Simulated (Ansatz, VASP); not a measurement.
**F in VASP and in Ansatz**

Contents of INCAR:

```
SYSTEM = F
PREC     = Accurate       ! precision mode
ENCUT    = 520            ! plane-wave cutoff, eV
EDIFF    = 1E-6           ! SCF threshold, eV
ISMEAR   = 0              ! smearing method
SIGMA    = 0.05           ! smearing width, eV
LREAL    = .FALSE.        ! projectors in reciprocal space
LASPH    = .TRUE.         ! aspherical terms in the spheres
NELM     = 60             ! most SCF steps
ALGO     = Normal         ! electronic algorithm
ISIF     = 2              ! what is computed and relaxed
LWAVE    = .FALSE.        ! write WAVECAR
LCHARG   = .FALSE.        ! write CHGCAR
GGA      = PS             ! functional
NBANDS   = 22             ! bands
```

KPOINTS

```
Automatic mesh
0
G
  4 4 2
  0 0 0
```

File POSCAR:

```
F
1.0
    3.1291544055     -1.7984322814     -0.2413473825
    3.1291544055      1.7984322814     -0.2413473825
   -2.3528850754      0.0000000000      7.2022286687
F
4
Direct
    0.0848459664      0.0848459664      0.1059920108
    0.9151540336      0.9151540336      0.8940079892
    0.5015719855      0.5015719855      0.5937195244
    0.4984280145      0.4984280145      0.4062804756
```

Input for Ansatz:

```yaml
crystal:
  lattice:
    - [3.1291544055, -1.7984322814, -0.2413473825]
    - [3.1291544055, 1.7984322814, -0.2413473825]
    - [-2.3528850754, 0.0, 7.2022286687]
  atoms:
    - { symbol: F, position: [0.0848459664, 0.0848459664, 0.1059920108] }
    - { symbol: F, position: [0.9151540336, 0.9151540336, 0.8940079892] }
    - { symbol: F, position: [0.5015719855, 0.5015719855, 0.5937195244] }
    - { symbol: F, position: [0.4984280145, 0.4984280145, 0.4062804756] }
basis:
  ecutwfc: 520.0
kpoints:
  mp_grid: { grid: [4, 4, 2] }
hamiltonian:
  xc: pbesol
scf:
  occupations: { method: gaussian, width: 0.05 }
output:
  forces: true
  stress: true
  eigenvalues: true
```

Alike in both runs: task single point; functional PBEsol; k mesh 4 × 4 × 2; occupations gaussian, width 0.05 eV; no spin polarisation.

|  | VASP | Ansatz |
| --- | --- | --- |
| version | VASP 6.6.1 | Ansatz 0.2.0 |
| potentials or method | VASP PAW PBE potentials, release 64 (F), cutoff 520 eV | scalar-relativistic, plane waves, PAW |
| valence electrons in the cell | 28 | 28 |

```tsv
	VASP	Ansatz	Ansatz less VASP
gap on the k mesh at the Fermi level (eV)	1.76	1.80	+0.043
least direct gap on the mesh (eV)	1.84	1.88	+0.044
pressure (GPa)	-4.1	-4.2	-0.10
traceless stress, the component that is largest in VASP (GPa)	-5.52	-6.54	-1.015
rms of the force components (eV/Å)	1.281	1.366	+0.0849
```

VASP's potentials were made for PBE, not for PBEsol. Atom by atom the forces differ by 0.182 eV/Å (rms over components).

The k mesh is coarse, so the values compare programs but aren't converged.
